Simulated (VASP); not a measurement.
# RuSe (F-43m) in VASP: further runs

RuSe is run at these levels: PBE; tasks: single point.

Program: VASP 6.6.1. These are calculated values, not measurements. Logs are shortened: lines on timing, memory, paths and dates and some standing lists are left out, and cuts for length are marked.

**1. The cell of the first run**

The structure is cubic, space group F-43m (No. 216). The conventional cell has a = 5.496 Å, b = 5.496 Å, c = 5.496 Å, α = 90.00°, β = 90.00°, γ = 90.00°. Within 3.1 Å of Ru (site symmetry -43m) lie 4 Se at 2.38 Å. Se (site symmetry -43m) has 4 Ru at 2.38 Å within 3.1 Å.

**2. Single point, PBE**

Input file INCAR:

```
PREC = Accurate
ENCUT = 500
EDIFF = 1E-6
ISMEAR = 0
SIGMA = 0.05
LREAL = False
LASPH = True
NELM = 120
ALGO = Normal
ISIF = 2
LWAVE = False
LCHARG = False
GGA = PE
NBANDS = 17
GGA_COMPAT = False
```

Input file KPOINTS:

```
regular mesh
0
Gamma
  10 10 10
```

Input file POSCAR:

```
RuSe
1.0
    0.0000000000      2.7480445174      2.7480445174
    2.7480445174      0.0000000000      2.7480445174
    2.7480445174      2.7480445174      0.0000000000
Ru Se
1 1
Direct
    0.0000000000      0.0000000000      0.0000000000
    0.2500000000      0.2500000000      0.2500000000
```

Potentials or basis: VASP PAW PBE potentials, release 64 (Ru_pv, Se).

Started as:

```bash
cat potpaw_PBE.64/Ru_pv/POTCAR potpaw_PBE.64/Se/POTCAR > POTCAR
mpirun -np 1 vasp_std > vasp.out
```

OUTCAR:

```text
PREC = Accurate
   ENCUT = 500
   EDIFF = 1E-6
   ISMEAR = 0
   LREAL = False
   LASPH = True
   NELM = 120
   ISIF = 2
   GGA = PE

 ion  position               nearest neighbor table
   1  0.000  0.000  0.000-   2 2.38   2 2.38   2 2.38   2 2.38
   2  0.250  0.250  0.250-   1 2.38   1 2.38   1 2.38   1 2.38

  LATTYP: Found a face centered cubic cell.
 ALAT       =     5.4960890348

  Lattice vectors:

 A1 = (   0.0000000000,   2.7480445174,   2.7480445174)
 A2 = (   2.7480445174,   0.0000000000,   2.7480445174)
 A3 = (   2.7480445174,   2.7480445174,   0.0000000000)

Analysis of symmetry for initial positions (statically):
=====================================================================
 Subroutine PRICEL returns:
 Original cell was already a primitive cell.

 Routine SETGRP: Setting up the symmetry group for a
 face centered cubic supercell.

 Subroutine GETGRP returns: Found 24 space group operations
 (whereof 24 operations were pure point group operations)
 out of a pool of 48 trial point group operations.

The static configuration has the point symmetry T_d .

Analysis of symmetry for dynamics (positions and initial velocities):
=====================================================================
 Subroutine PRICEL returns:
 Original cell was already a primitive cell.

 Routine SETGRP: Setting up the symmetry group for a
 face centered cubic supercell.

 Subroutine GETGRP returns: Found 24 space group operations
 (whereof 24 operations were pure point group operations)
 out of a pool of 48 trial point group operations.

The dynamic configuration has the point symmetry T_d .

 Subroutine INISYM returns: Found 24 space group operations
 (whereof 24 operations are pure point group operations),
 and found     1 'primitive' translations

----------------------------------------------------------------------------------------

                                     Primitive cell

  volume of cell :      41.5051

  direct lattice vectors                    reciprocal lattice vectors
     0.000000000  2.748044517  2.748044517    -0.181947562  0.181947562  0.181947562
     2.748044517  0.000000000  2.748044517     0.181947562 -0.181947562  0.181947562
     2.748044517  2.748044517  0.000000000     0.181947562  0.181947562 -0.181947562

  length of vectors
     3.886321827  3.886321827  3.886321827     0.315142422  0.315142422  0.315142422

  position of ions in fractional coordinates (direct lattice)
     0.000000000  0.000000000  0.000000000
     0.250000000  0.250000000  0.250000000

  ion indices of the primitive-cell ions
   primitive index   ion index
                 1           1
                 2           2

----------------------------------------------------------------------------------------

 KPOINTS: regular mesh

Automatic generation of k-mesh.
 Grid dimensions read from file:
 generate k-points for:   10   10   10

 Generating k-lattice:

  Cartesian coordinates                     Fractional coordinates (reciprocal lattice)
    -0.018194756  0.018194756  0.018194756     0.100000000  0.000000000  0.000000000
     0.018194756 -0.018194756  0.018194756     0.000000000  0.100000000  0.000000000
     0.018194756  0.018194756 -0.018194756     0.000000000  0.000000000  0.100000000

  Length of vectors
     0.031514242  0.031514242  0.031514242

  Shift w.r.t. Gamma in fractional coordinates (k-lattice)
     0.000000000  0.000000000  0.000000000

 Subroutine IBZKPT returns following result:
 ===========================================

 Found     47 irreducible k-points:

 Following reciprocal coordinates:
            Coordinates               Weight
  0.000000  0.000000  0.000000      1.000000
  0.100000  0.000000  0.000000      8.000000
  0.200000  0.000000  0.000000      8.000000
  0.300000  0.000000  0.000000      8.000000
  0.400000  0.000000  0.000000      8.000000
  0.500000  0.000000  0.000000      4.000000
[... 16 lines left out ...]
  0.300000  0.300000  0.000000      6.000000
  0.400000  0.300000  0.000000     24.000000
 [... further k-points ...]
   k-points           NKPTS =     47   k-points in BZ     NKDIM =     47   number of bands    NBANDS=     17
   number of dos      NEDOS =    301   number of ions     NIONS =      2
   total plane-waves  NPLWV =  21952
   dimension x,y,z NGX =    28 NGY =   28 NGZ =   28
   dimension x,y,z NGXF=    56 NGYF=   56 NGZF=   56
   ions per type =               1   1
   NGX,Y,Z   is equivalent  to a cutoff of  11.98, 11.98, 11.98 a.u.
   NGXF,Y,Z  is equivalent  to a cutoff of  23.96, 23.96, 23.96 a.u.
 SYSTEM =  unknown system
   PREC   = accura    normal or accurate (medium, high low for compatibility)
   ISTART =      0    job   : 0-new  1-cont  2-samecut
   ICHARG =      2    charge: 1-file 2-atom 10-const
   ISPIN  =      1    spin polarized calculation?
   LNONCOLLINEAR =      F non collinear calculations
   LSORBIT =      F    spin-orbit coupling
   LASPH  =      T    aspherical Exc in radial PAW
   ENCUT  =  500.0 eV  36.75 Ry    6.06 a.u.   7.09  7.09  7.09*2*pi/ulx,y,z
   NELM   =    120;   NELMIN=  2; NELMDL= -5     # of ELM steps
   EDIFF  = 0.1E-05   stopping-criterion for ELM
   LREAL  =      F    real-space projection
   EDIFFG = 0.1E-04   stopping-criterion for IOM
   NSW    =      0    number of steps for IOM
   IBRION =     -1    ionic relax: 0-MD 1-quasi-New 2-CG
   NFREE  =      0    steps in history (QN), initial steepest desc. (CG)
   ISIF   =      2    stress and relaxation
   ISYM   =      2    0-nonsym 1-usesym 2-fastsym
   POTIM  = 0.5000    time-step for ionic-motion
   TEBEG  =    0.0;   TEEND  =   0.0 temperature during run
   PSTRESS=    0.0 pullay stress
   NELECT =      20.0000    total number of electrons
   NUPDOWN=      -1.0000    fix difference up-down
   EMIN   =  10.00;   EMAX   =-10.00  energy-range for DOS
   EFERMI =   0.00;   METHOD = LEGACY
   ISMEAR =     0;   SIGMA  =   0.05  broadening in eV -4-tet -1-fermi 0-gaus
   EFERMI_NEDOS =   21; number of points for ismear=-14 and -15
   IALGO  =     38    algorithm
   IMIX   =      4    mixing-type and parameters
     AMIX     =   0.40;   BMIX     =  1.00
     AMIX_MAG =   1.60;   BMIX_MAG =  1.00
  volume/ion in A,a.u.               =      20.75       140.05
  Fermi-wavevector in a.u.,A,eV,Ry     =   1.283466  2.425399 22.412676  1.647285
  Thomas-Fermi vector in A             =   2.415717
   LORBIT       =      0    0 simple, 1 ext, 2 COOP (PROOUT), +10 PAW based schemes
   GGA     = PE    functional components
   LHFCALC =     F    Hartree Fock is set to
   AEXX    =    0.0000 exact exchange contribution
   IVDW    =     0    specifies the selected vdW correction
   LEPSILON=     F    determine dielectric tensor
   LRPA    =     F    only Hartree local field effects (RPA)
 non-spin polarized calculation
 Gauss-broadening in eV      SIGMA  =   0.05
  energy-cutoff  :      500.00
  volume of cell :       41.51
 maximum number of plane-waves:      1073
   NGX = 15   NGY = 15   NGZ = 15

 number of electron      20.0000003 magnetization

 Free energy of the ion-electron system (eV)
  ---------------------------------------------------
  ext. energy  EPLUGINS =         0.00000000
  ---------------------------------------------------
  free energy    TOTEN  =       -12.42382892 eV

  energy without entropy =      -12.42112310  energy(sigma->0) =      -12.42247601

 E-fermi :   6.3867     XC(G=0): -10.5918

 val. band max:        6.3834034045   @ k =   0.5000   0.4000   0.0000
 cond. band min:       6.3879774464   @ k =   0.4000   0.2000   0.1000
 fundamental gap:      0.0045740419
 Fermi energy:         6.3866645672

 k-point     1 :       0.0000    0.0000    0.0000
  band No.  band energies     occupation
      1     -36.1574      2.00000
      2     -36.1574      2.00000
      3     -36.1574      2.00000
      4      -8.6217      2.00000
      5       1.1015      2.00000
      6       1.1015      2.00000
[... 9 lines left out ...]
     16      13.9720      0.00000
     17      18.0140      0.00000

 k-point     2 :       0.1000    0.0000    0.0000
  band No.  band energies     occupation
      1     -36.1600      2.00000
      2     -36.1578      2.00000
      3     -36.1578      2.00000
      4      -8.5557      2.00000
      5       0.9961      2.00000
      6       1.1453      2.00000
[... 9 lines left out ...]
     16      14.1393      0.00000
     17      18.0160      0.00000

 k-point     3 :       0.2000    0.0000    0.0000
  band No.  band energies     occupation
      1     -36.1670      2.00000
      2     -36.1589      2.00000
      3     -36.1589      2.00000
      4      -8.3790      2.00000
      5       0.7719      2.00000
      6       1.2548      2.00000
[... 9 lines left out ...]
     16      14.5283      0.00000
     17      18.0167      0.00000

 k-point     4 :       0.3000    0.0000    0.0000
  band No.  band energies     occupation
      1     -36.1756      2.00000
      2     -36.1602      2.00000
      3     -36.1602      2.00000
      4      -8.1524      2.00000
      5       0.5894      2.00000
      6       1.3760      2.00000
[... 9 lines left out ...]
     16      14.8602      0.00000
     17      18.0152      0.00000

 k-point     5 :       0.4000    0.0000    0.0000
  band No.  band energies     occupation
      1     -36.1825      2.00000
      2     -36.1613      2.00000
      3     -36.1613      2.00000
      4      -7.9620      2.00000
      5       0.5224      2.00000
      6       1.4581      2.00000
[... 9 lines left out ...]
     16      14.9919      0.00000
     17      18.0256      0.00000

 k-point     6 :       0.5000    0.0000    0.0000
  band No.  band energies     occupation
      1     -36.1852      2.00000
      2     -36.1617      2.00000
      3     -36.1617      2.00000
      4      -7.8876      2.00000
      5       0.5199      2.00000
      6       1.4848      2.00000
[... 9 lines left out ...]
     16      15.0956      0.00000
     17      18.0144      0.00000

 k-point     7 :       0.1000    0.1000    0.0000
  band No.  band energies     occupation
      1     -36.1601      2.00000
      2     -36.1583      2.00000
      3     -36.1583      2.00000
      4      -8.5337      2.00000
      5       0.9393      2.00000
      6       1.1740      2.00000
[... 9 lines left out ...]
     16      14.3057      0.00000
     17      17.8938      0.00000

 k-point     8 :       0.2000    0.1000    0.0000
  band No.  band energies     occupation
      1     -36.1653      2.00000
      2     -36.1596      2.00000
      3     -36.1592      2.00000
      4      -8.3938      2.00000
      5       0.7561      2.00000
      6       1.2619      2.00000
[... 9 lines left out ...]
     16      14.7118      0.00000
     17      17.5107      0.00000
[... 203 lines left out ...]
      1     -36.1824      2.00000
      2     -36.1666      2.00000
      3     -36.1637      2.00000
      4      -7.8081      2.00000
      5       0.5909      2.00000
      6       1.4462      2.00000
[... 9 lines left out ...]
     16      15.6898      0.00000
     17      18.0330      0.00000

 k-point    20 :      -0.4000    0.2000    0.0000
  band No.  band energies     occupation
      1     -36.1825      2.00000
      2     -36.1679      2.00000
      3     -36.1631      2.00000
      4      -7.7926      2.00000
      5       0.7686      2.00000
      6       1.2787      2.00000
[... 9 lines left out ...]
     16      16.0253      0.00000
     17      18.0200      0.00000

 k-point    21 :      -0.3000    0.2000    0.0000
  band No.  band energies     occupation
      1     -36.1795      2.00000
      2     -36.1674      2.00000
      3     -36.1617      2.00000
      4      -7.8960      2.00000
      5       0.7434      2.00000
      6       1.2427      2.00000
[... 9 lines left out ...]
     16      15.2994      0.00000
     17      18.0169      0.00000

 k-point    22 :      -0.2000    0.2000    0.0000
  band No.  band energies     occupation
      1     -36.1748      2.00000
      2     -36.1649      2.00000
      3     -36.1602      2.00000
      4      -8.0752      2.00000
      5       0.6500      2.00000
      6       1.3093      2.00000
[... 9 lines left out ...]
     16      15.0714      0.00000
     17      17.8654      0.00000

 k-point    23 :       0.3000    0.3000    0.0000
  band No.  band energies     occupation
      1     -36.1758      2.00000
      2     -36.1641      2.00000
      3     -36.1640      2.00000
      4      -7.9961      2.00000
      5       0.2652      2.00000
      6       1.7197      2.00000
[... 9 lines left out ...]
     16      16.5718      0.00000
     17      16.5718      0.00000

 k-point    24 :       0.4000    0.3000    0.0000
  band No.  band energies     occupation
      1     -36.1799      2.00000
      2     -36.1660      2.00000
      3     -36.1653      2.00000
      4      -7.8461      2.00000
      5       0.2193      2.00000
      6       1.8340      2.00000
[... 9 lines left out ...]
     16      16.9245      0.00000
     17      17.9620      0.00000

 [... further k-points ...]

------------------------ aborting loop because EDIFF is reached ----------------------------------------

  FORCE on cell =-STRESS in cart. coord.  units (eV):
  Direction    XX          YY          ZZ          XY          YZ          ZX
  --------------------------------------------------------------------------------------
  -------------------------------------------------------------------------------------
  Total        0.1636699      0.1636699      0.1636699      0.0000000      0.0000000      0.0000000
  in kB        6.3179796      6.3179796      6.3179796      0.0000000      0.0000000      0.0000000
  external PRESSURE =       6.3179796 kB  Pullay stress =       0.0000000 kB

 VOLUME and BASIS-vectors are now :
 -----------------------------------------------------------------------------
  energy-cutoff  :      500.00
  volume of cell :       41.51
      direct lattice vectors                 reciprocal lattice vectors
     0.000000000  2.748044517  2.748044517    -0.181947562  0.181947562  0.181947562
     2.748044517  0.000000000  2.748044517     0.181947562 -0.181947562  0.181947562
     2.748044517  2.748044517  0.000000000     0.181947562  0.181947562 -0.181947562

 POSITION                                       TOTAL-FORCE (eV/Angst)
 -----------------------------------------------------------------------------------
      0.00000      0.00000      0.00000         0.000000     -0.000000      0.000000
      1.37402      1.37402      1.37402        -0.000000      0.000000     -0.000000
 -----------------------------------------------------------------------------------
    total drift:                               -0.000001     -0.000001     -0.000000

  FREE ENERGIE OF THE ION-ELECTRON SYSTEM (eV)
  ---------------------------------------------------
  free  energy   TOTEN  =       -12.4238289220 eV

  energy  without entropy=      -12.4211231023  energy(sigma->0) =      -12.42247601
```

Run time: 42 s. Hardware: 1 thread of Intel Xeon 8259CL, shared host; peak memory 0.17 GiB.

Results:

| Property | Result |
| --- | --- |
| Free energy | -12.4238 eV |
| Pressure | 0.6 GPa |
| Band gap on the k mesh | zero (band 10 reaches 8.45 eV, above the bottom of band 11 at 5.98 eV) |

**3. Single point, PBE**

This run uses another cell than the first one, of 20.84 Å³/atom, 1.004 times its volume.

Input file INCAR:

```
SYSTEM = RuSe
  ALGO = Normal
  EDIFF = 1E-6
  ENCUT = 500
  GGA = PE
  GGA_COMPAT = .False.
  ISIF = 2
  ISMEAR = 0
  LASPH = .True.
  LCHARG = .False.
  LREAL = .False.
  LWAVE = .False.
  NBANDS = 17
  NELM = 120
  PREC = Accurate
  SIGMA = 0.05
```

Input file KPOINTS:

```
k-points
0
Gamma
  10 10 10
  0 0 0
```

Input file POSCAR:

```
RuSe
1.0
    0.0000000000      2.7520188181      2.7520188181
    2.7520188181      0.0000000000      2.7520188181
    2.7520188181      2.7520188181      0.0000000000
Ru Se
1 1
Direct
    0.0000000000      0.0000000000      0.0000000000
    0.2500000000      0.2500000000      0.2500000000
```

Potentials or basis: VASP PAW PBE potentials, release 64 (Ru_pv, Se).

Started as:

```bash
cat potpaw_PBE.64/Ru_pv/POTCAR potpaw_PBE.64/Se/POTCAR > POTCAR
mpirun -np 1 vasp_std > vasp.out
```

Run time: 48 s. Hardware: 1 thread of Intel Xeon 8259CL, shared host; peak memory 0.18 GiB.

The run converged. Its results:

```yaml
Free_energy: -12.4243 eV
Pressure: 0.1 GPa
Band_gap_on_the_k_mesh: zero (band 10 reaches 8.38 eV, above the bottom of band 11 at 5.94 eV)
```

Levels at points of the mesh, in eV from the Fermi level:
| k point | band 7 | band 8 | band 9 | band 10 | band 11 | band 12 | band 13 | band 14 |
| --- | --- | --- | --- | --- | --- | --- | --- | --- |
| (0.00, 0.00, 0.00) | -5.26 | -1.72 | -1.72 | 1.87 | 3.43 | 3.43 | 3.43 | 7.57 |
| (0.50, 0.00, 0.00) | -4.88 | -1.48 | -1.48 | -1.20 | 1.54 | 1.54 | 4.15 | 8.61 |
| (0.50, 0.50, 0.00) | -4.11 | -2.16 | -1.15 | -0.90 | -0.40 | -0.40 | 5.28 | 6.71 |

[end of part 1 of 2]
